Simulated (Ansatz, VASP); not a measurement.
# Hg2O: VASP beside Ansatz

```
CELL_PARAMETERS angstrom
0.00000 3.04902 3.04902
3.04902 0.00000 3.04902
3.04902 3.04902 0.00000
ATOMIC_POSITIONS crystal
Hg 0.25000 0.25000 0.25000
Hg 0.75000 0.75000 0.75000
O 0.50000 0.50000 0.50000
```

Alike in both runs: functional PBE; k mesh 4 × 4 × 4; occupations gaussian, width 0.15 eV; no spin polarisation.

Ansatz relaxed the structure, and its values are those at the end. VASP's run is a single point on that final structure, the one shown.

|  | VASP | Ansatz |
| --- | --- | --- |
| version | VASP 6.6.1 | Ansatz 0.2.0 |
| potentials or method | VASP PAW PBE potentials, release 64 (Hg, O), cutoff 600 eV | scalar-relativistic, plane waves, PAW |
| valence electrons in the cell | 30 | 46 |

```tsv
	VASP	Ansatz	Ansatz less VASP
gap on the k mesh at the Fermi level (eV)	none	none	-
pressure (GPa)	-0.1	-0.6	-0.55
```

A gap of «none» marks a metal or a gap that the smearing closes. With one functional, cell and mesh, what is left measures potentials, basis and numerics. VASP's potentials hold 30 valence electrons a cell and Ansatz's 46, so a difference there can come from the potentials and not from the codes.

The k mesh is coarse, so the values compare programs but aren't converged. Spin-orbit coupling is off throughout.
